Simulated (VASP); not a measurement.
Write the native input for VASP 6.6.1 that does the following.

| Item | Value |
| --- | --- |
| Task | single point |
| Functional | PBE |
| Potentials or basis | VASP PAW PBE potentials, release 64 (Be, Sn_d, N) |
| Cutoff | 520 eV |
| k mesh | 8 × 8 × 8 |
| Occupations | gaussian, width 0.1 eV |
| Spin | no spin polarisation |
| Dipole correction | no |
| Further INCAR settings | ALGO = Normal; EDIFF = 1e-07; NBANDS = 20 |

The structure of Be3SnN lies in POSCAR:

```
Be3SnN
1.0
    4.4838189331      0.0000000000      0.0000000000
    0.0000000000      4.4838189331      0.0000000000
    0.0000000000      0.0000000000      4.4838189331
Be Sn N
3 1 1
Direct
    0.0000000000      0.5000000000      0.5000000000
    0.5000000000      0.0000000000      0.5000000000
    0.5000000000      0.5000000000      0.0000000000
    0.5000000000      0.5000000000      0.5000000000
    0.0000000000      0.0000000000      0.0000000000
```

These files were run (other wordings do the same):

INCAR

```
SYSTEM = Be3SnN
ALGO = Normal
EDIFF = 1E-7
ENCUT = 520
GGA = PE
ISIF = 2
ISMEAR = 0
LASPH = .True.
LCHARG = .False.
LREAL = .False.
LWAVE = .False.
NBANDS = 20
NELM = 100
PREC = Accurate
SIGMA = 0.1
```

KPOINTS

```
k-points
0
Gamma
  8 8 8
  0 0 0
```

Potentials or basis: VASP PAW PBE potentials, release 64 (Be, Sn_d, N).

Launch:

```sh
$ cat potpaw_PBE.64/Be/POTCAR potpaw_PBE.64/Sn_d/POTCAR potpaw_PBE.64/N/POTCAR > POTCAR
$ mpirun -np 1 vasp_std > vasp.out
```

It gave:

```yaml
Pressure: -0.1 GPa
```

Wall time 28 s on 1 thread of Intel(R) Xeon(R) Platinum 8559C (Emerald Rapids) (shared host), peak memory 0.24 GiB.
